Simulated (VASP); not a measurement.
A run of VASP 6.6.1 is set up as follows.

The input INCAR:

```
SYSTEM = MgScI2
PREC     = Accurate       ! precision mode
ENCUT    = 520            ! plane-wave cutoff, eV
EDIFF    = 1E-7           ! SCF threshold, eV
ISMEAR   = 0              ! smearing method
SIGMA    = 0.1            ! smearing width, eV
LREAL    = .False.        ! projectors in reciprocal space
LASPH    = .True.         ! aspherical terms in the spheres
NELM     = 100            ! most SCF steps
ALGO     = Fast           ! electronic algorithm
ISIF     = 2              ! what is computed and relaxed
LWAVE    = .False.        ! write WAVECAR
LCHARG   = .False.        ! write CHGCAR
GGA      = PE             ! functional
NBANDS   = 22             ! bands
```

KPOINTS

```
regular mesh
0
Gamma
  8 8 14
  0 0 0
```

Contents of POSCAR:

```
MgScI2
1.0
    5.7835272676      0.0000000000      0.0000000000
    0.0000000000      5.7835272676      0.0000000000
    0.0000000000      0.0000000000      3.5988077658
Mg Sc I
1 1 2
Direct
    0.0000000000      0.0000000000      0.0000000000
    0.5000000000      0.5000000000      0.5000000000
    0.5000000000      0.0000000000      0.0000000000
    0.0000000000      0.5000000000      0.0000000000
```

Potentials or basis: VASP PAW PBE potentials, release 64 (Mg, Sc_sv, I).

The run is started by

```sh
$ cat potpaw_PBE.64/Mg/POTCAR potpaw_PBE.64/Sc_sv/POTCAR potpaw_PBE.64/I/POTCAR > POTCAR
$ mpirun -np 1 vasp_std > vasp.out
```

What does it give for the pressure?

0.0 GPa.

What does it give for the band gap on the k mesh?

Zero (an odd number of electrons rules out a gap without spin polarisation).

Caveat: spin-orbit coupling is left out, which moves the levels of the heavy elements; an odd number of electrons without spin polarisation forces a metal; a magnetic or distorted state may lie lower.
